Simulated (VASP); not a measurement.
# AlGa3N4 (R3m) in VASP: a series of runs

AlGa3N4 is run at these levels: LDA; tasks: single point.

All numbers are computed with VASP 6.6.1; they aren't measurements. Logs are shortened: lines on timing, memory, paths and dates and some standing lists are left out, and cuts for length are marked.

**1. The cell of the first run**

Symmetry: R3m, No. 160, trigonal system. Conventional cell: a = 5.991 Å, b = 5.991 Å, c = 8.037 Å, α = 90.00°, β = 90.00°, γ = 120.00°. Al (site symmetry 3m) has 4 N at 1.82 to 1.97 Å within 2.4 Å. Within 2.5 Å of Ga (site symmetry m) lie 4 N at 1.87 to 2.02 Å. Within 2.4 Å of N (site symmetry m) lie 1 Al at 1.82 Å and 3 Ga at 1.87 to 2.02 Å. N (site symmetry 3m) has 3 Ga at 1.87 Å and 1 Al at 1.97 Å within 2.5 Å.

**2. Single point, LDA (10.41 Å³/atom)**

File INCAR:

```
SYSTEM = AlGa3N4
PREC = Accurate
ENCUT = 1330
EDIFF = 1E-6
ISMEAR = 0
SIGMA = 0.05
LREAL = .FALSE.
LASPH = .TRUE.
NELM = 120
ALGO = Normal
ISIF = 2
LWAVE = .FALSE.
LCHARG = .FALSE.
NBANDS = 41
GGA_COMPAT = .FALSE.
```

File KPOINTS:

```
regular mesh
0
G
  6 6 6
  0 0 0
```

File POSCAR:

```
AlGa3N4
1.0
    4.3710325032      0.1345780369      0.1345780369
    0.1345780369      4.3710325032      0.1345780369
    0.1345780369      0.1345780369      4.3710325032
Al Ga N
1 3 4
Direct
    0.0000000000      0.0000000000      0.0000000000
    0.5000000000      0.5000000000      0.0000000000
    0.5000000000      0.0000000000      0.5000000000
    0.0000000000      0.5000000000      0.5000000000
    0.7548078379      0.7548078379      0.2451921621
    0.7548078379      0.2451921621      0.7548078379
    0.2451921621      0.7548078379      0.7548078379
    0.2451921621      0.2451921621      0.2451921621
```

Potentials or basis: VASP PAW LDA potentials, release 64 (Al, Ga_d, N_h).

Launch:

```sh
$ cat potpaw_LDA.64/Al/POTCAR potpaw_LDA.64/Ga_d/POTCAR potpaw_LDA.64/N_h/POTCAR > POTCAR
$ mpirun -np 1 vasp_std > vasp.out
```

OUTCAR:

```text
SYSTEM = AlGa3N4
   PREC = Accurate
   ENCUT = 1330
   EDIFF = 1E-6
   ISMEAR = 0
   LREAL = .FALSE.
   LASPH = .TRUE.
   NELM = 120
   ISIF = 2

 ion  position               nearest neighbor table
   1  0.000  0.000  0.000-   5 1.82   6 1.82   7 1.82   8 1.97   3 3.00   4 3.00   2 3.00   4 3.00
                             2 3.00   3 3.00
   2  0.500  0.500  0.000-   6 1.87   7 1.87   8 1.87   5 2.02   1 3.00   1 3.00
   3  0.500  0.000  0.500-   5 1.87   7 1.87   8 1.87   6 2.02   1 3.00   1 3.00
   4  0.000  0.500  0.500-   5 1.87   6 1.87   8 1.87   7 2.02   1 3.00   1 3.00
   5  0.755  0.755  0.245-   1 1.82   3 1.87   4 1.87   2 2.02
   6  0.755  0.245  0.755-   1 1.82   2 1.87   4 1.87   3 2.02
   7  0.245  0.755  0.755-   1 1.82   2 1.87   3 1.87   4 2.02
   8  0.245  0.245  0.245-   2 1.87   3 1.87   4 1.87   1 1.97

  LATTYP: Found a trigonal (rhomboedric) cell.
 ALAT       =     4.3751740125
 COS(alpha) =     0.0624068531

  Lattice vectors:

 A1 = (   4.3710325032,   0.1345780369,   0.1345780369)
 A2 = (   0.1345780369,   4.3710325032,   0.1345780369)
 A3 = (   0.1345780369,   0.1345780369,   4.3710325032)

Analysis of symmetry for initial positions (statically):
=====================================================================
 Subroutine PRICEL returns:
 Original cell was already a primitive cell.

 Routine SETGRP: Setting up the symmetry group for a
 trigonal (rhombohedral) supercell.

 Subroutine GETGRP returns: Found  6 space group operations
 (whereof  6 operations were pure point group operations)
 out of a pool of 12 trial point group operations.

The static configuration has the point symmetry C_3v.

Analysis of symmetry for dynamics (positions and initial velocities):
=====================================================================
 Subroutine PRICEL returns:
 Original cell was already a primitive cell.

 Routine SETGRP: Setting up the symmetry group for a
 trigonal (rhombohedral) supercell.

 Subroutine GETGRP returns: Found  6 space group operations
 (whereof  6 operations were pure point group operations)
 out of a pool of 12 trial point group operations.

The dynamic configuration has the point symmetry C_3v.

 Subroutine INISYM returns: Found  6 space group operations
 (whereof  6 operations are pure point group operations),
 and found     1 'primitive' translations

----------------------------------------------------------------------------------------

                                     Primitive cell

  volume of cell :      83.2800

  direct lattice vectors                    reciprocal lattice vectors
[... 109 lines left out ...]
   PSTRESS=    0.0 pullay stress
   NELECT =      62.0000    total number of electrons
   NUPDOWN=      -1.0000    fix difference up-down
   EMIN   =  10.00;   EMAX   =-10.00  energy-range for DOS
   EFERMI =   0.00;   METHOD = LEGACY
   ISMEAR =     0;   SIGMA  =   0.05  broadening in eV -4-tet -1-fermi 0-gaus
   EFERMI_NEDOS =   21; number of points for ismear=-14 and -15
   IALGO  =     38    algorithm
   IMIX   =      4    mixing-type and parameters
     AMIX     =   0.40;   BMIX     =  1.00
     AMIX_MAG =   1.60;   BMIX_MAG =  1.00
  volume/ion in A,a.u.               =      10.41        70.25
  Fermi-wavevector in a.u.,A,eV,Ry     =   1.483742  2.803866 29.953108  2.201491
  Thomas-Fermi vector in A             =   2.597366
   LORBIT       =      0    0 simple, 1 ext, 2 COOP (PROOUT), +10 PAW based schemes
   GGA     = CA    functional components
   LHFCALC =     F    Hartree Fock is set to
   AEXX    =    0.0000 exact exchange contribution
   IVDW    =     0    specifies the selected vdW correction
   LEPSILON=     F    determine dielectric tensor
   LRPA    =     F    only Hartree local field effects (RPA)
 non-spin polarized calculation
 Gauss-broadening in eV      SIGMA  =   0.05
  energy-cutoff  :     1330.00
  volume of cell :       83.28
 maximum number of plane-waves:      9220
 NGX is ok and might be reduce to    54
   NGX = 27   NGY = 27   NGZ = 27

 number of electron      62.0000001 magnetization

 Free energy of the ion-electron system (eV)
  ---------------------------------------------------
  ext. energy  EPLUGINS =         0.00000000
  ---------------------------------------------------
  free energy    TOTEN  =       -57.43087541 eV

  energy without entropy =      -57.43087541  energy(sigma->0) =      -57.43087541

 E-fermi :   6.6602     XC(G=0): -12.3056

 val. band max:        6.4432064814   @ k =   0.0000   0.0000   0.0000
 cond. band min:       8.8597610703   @ k =   0.0000   0.0000   0.0000
 fundamental gap:      2.4165545888
 Fermi energy:         6.6601790901

 k-point     1 :       0.0000    0.0000    0.0000
  band No.  band energies     occupation
      1      -9.8869      2.00000
      2      -8.5150      2.00000
      3      -8.3761      2.00000
      4      -8.3761      2.00000
      5      -7.0746      2.00000
      6      -7.0365      2.00000
[... 1045 lines left out ...]
     40      16.6604      0.00000
     41      16.9287      0.00000

 [... further k-points ...]

------------------------ aborting loop because EDIFF is reached ----------------------------------------

  FORCE on cell =-STRESS in cart. coord.  units (eV):
  Direction    XX          YY          ZZ          XY          YZ          ZX
  --------------------------------------------------------------------------------------
  -------------------------------------------------------------------------------------
  Total        6.6066034      6.6066034      6.6066034     -7.0790940     -7.0790940     -7.0790940
  in kB      127.1007475    127.1007475    127.1007475   -136.1907299   -136.1907299   -136.1907299
  external PRESSURE =     127.1007475 kB  Pullay stress =       0.0000000 kB

 VOLUME and BASIS-vectors are now :
 -----------------------------------------------------------------------------
  energy-cutoff  :     1330.00
  volume of cell :       83.28
      direct lattice vectors                 reciprocal lattice vectors
     4.371032503  0.134578037  0.134578037     0.229200455 -0.006845986 -0.006845986
     0.134578037  4.371032503  0.134578037    -0.006845986  0.229200455 -0.006845986
     0.134578037  0.134578037  4.371032503    -0.006845986 -0.006845986  0.229200455

 POSITION                                       TOTAL-FORCE (eV/Angst)
 -----------------------------------------------------------------------------------
      0.00000      0.00000      0.00000         0.511279      0.511279      0.511279
      2.25281      2.25281      0.13458         0.525152      0.525152      0.514471
      2.25281      0.13458      2.25281         0.525152      0.514471      0.525152
      0.13458      2.25281      2.25281         0.514471      0.525152      0.525152
      3.43387      3.43387      1.27490        -0.481593     -0.481593     -0.503757
      3.43387      1.27490      3.43387        -0.481593     -0.503757     -0.481593
      1.27490      3.43387      3.43387        -0.503757     -0.481593     -0.481593
      1.13774      1.13774      1.13774        -0.609110     -0.609110     -0.609110
 -----------------------------------------------------------------------------------
    total drift:                               -0.000369     -0.000369     -0.000369

  FREE ENERGIE OF THE ION-ELECTRON SYSTEM (eV)
  ---------------------------------------------------
  free  energy   TOTEN  =       -57.4308754113 eV

  energy  without entropy=      -57.4308754113  energy(sigma->0) =      -57.43087541
```

stdout:

```text
POSCAR found type information on POSCAR AlGaN
 POSCAR found :  3 types and       8 ions
 scaLAPACK will be used
 LDA part: xc-table for (Slater(with rela. corr.)+CA(PZ))
 , standard interpolation
 POSCAR, INCAR and KPOINTS ok, starting setup
 FFT: planning ... GRIDC
 FFT: planning ... GRID_SOFT
 FFT: planning ... GRID
 WAVECAR not read
 entering main loop
```

Wall time 5.9 min (1 thread of Intel Xeon Platinum 8488C (Sapphire Rapids), shared host); peak memory 0.55 GiB.

What came out:

```
Free energy            : -57.4309 eV
Pressure               : 12.7 GPa
Largest force          : 1.055 eV/Å
Band gap on the k mesh : 2.42 eV
```

Forces in eV/Å, atoms in the order of the input:
```
Al   0.511  0.511  0.511
Ga   0.525  0.525  0.514
Ga   0.525  0.514  0.525
Ga   0.514  0.525  0.525
N   -0.482 -0.482 -0.504
N   -0.482 -0.504 -0.482
N   -0.504 -0.482 -0.482
N   -0.609 -0.609 -0.609
```

Stress tensor (GPa, compression positive):
```
 12.71 -13.62 -13.62
-13.62  12.71 -13.62
-13.62 -13.62  12.71
```

Caveat: the cell stands under pressure; forces of over 1 eV/Å act on the atoms, so gaps and moduli don't describe the material at rest.

**3. Single point, LDA (10.41 Å³/atom)**

File INCAR:

```
  ALGO = Normal
  EDIFF = 1E-6
  ENCUT = 1330
  GGA = CA
  GGA_COMPAT = False
  ISIF = 2
  ISMEAR = 0
  LASPH = True
  LCHARG = False
  LREAL = False
  LWAVE = False
  NBANDS = 41
  NELM = 120
  PREC = Accurate
  SIGMA = 0.05
```

File KPOINTS:

```
k-points
0
Gamma
  6 6 6
```

POSCAR, as its differences from that of step 2:

```diff
@@ -2,5 +2,5 @@
 1.0
-    4.3710325032      0.1345780369      0.1345780369
-    0.1345780369      4.3710325032      0.1345780369
-    0.1345780369      0.1345780369      4.3710325032
+    4.3679777992      0.0666702668      0.0666702668
+    0.0666702668      4.3679777992      0.0666702668
+    0.0666702668      0.0666702668      4.3679777992
 Al Ga N
```

Potentials or basis: VASP PAW LDA potentials, release 64 (Al, Ga_d, N_h).

Launch:

```sh
$ cat potpaw_LDA.64/Al/POTCAR potpaw_LDA.64/Ga_d/POTCAR potpaw_LDA.64/N_h/POTCAR > POTCAR
$ mpirun -np 1 vasp_std > vasp.out
```

Run time: 8.4 min. Hardware: 1 thread of Intel Xeon Platinum 8259CL at 2.50GHz (Skylake/Cascade Lake), shared host; peak memory 0.55 GiB.

The run converged. Its results:

```yaml
Free_energy: -57.9235 eV
Pressure: 10.9 GPa
Largest_force: 0.634 eV/Å
Band_gap_on_the_k_mesh: 2.72 eV
```

Forces in eV/Å, atoms in the order of the input:
```
Al   0.304  0.304  0.304
Ga   0.315  0.315  0.302
Ga   0.315  0.302  0.315
Ga   0.302  0.315  0.315
N   -0.280 -0.280 -0.310
N   -0.280 -0.310 -0.280
N   -0.310 -0.280 -0.280
N   -0.366 -0.366 -0.366
```

Stress tensor (GPa, compression positive):
```
10.91 -7.08 -7.08
-7.08 10.91 -7.08
-7.08 -7.08 10.91
```

Levels at points of the mesh, in eV from the valence-band top:
```csv
k point,band 28,band 29,band 30,band 31,band 32,band 33,band 34,band 35
"(0.00, 0.00, 0.00)",-2.55,-0.23,0.00,0.00,2.72,3.28,3.28,3.34
"(0.50, 0.00, 0.00)",-1.84,-1.53,-1.52,-1.20,5.03,5.11,6.16,6.21
"(0.50, 0.50, 0.00)",-1.17,-1.16,-1.00,-0.73,6.97,7.12,7.20,7.33
"(0.50, 0.50, 0.50)",-0.97,-0.85,-0.68,-0.68,5.19,5.19,5.56,6.65
```

Caveat: the cell stands under pressure.

(Part 1 of 2 ends here.)
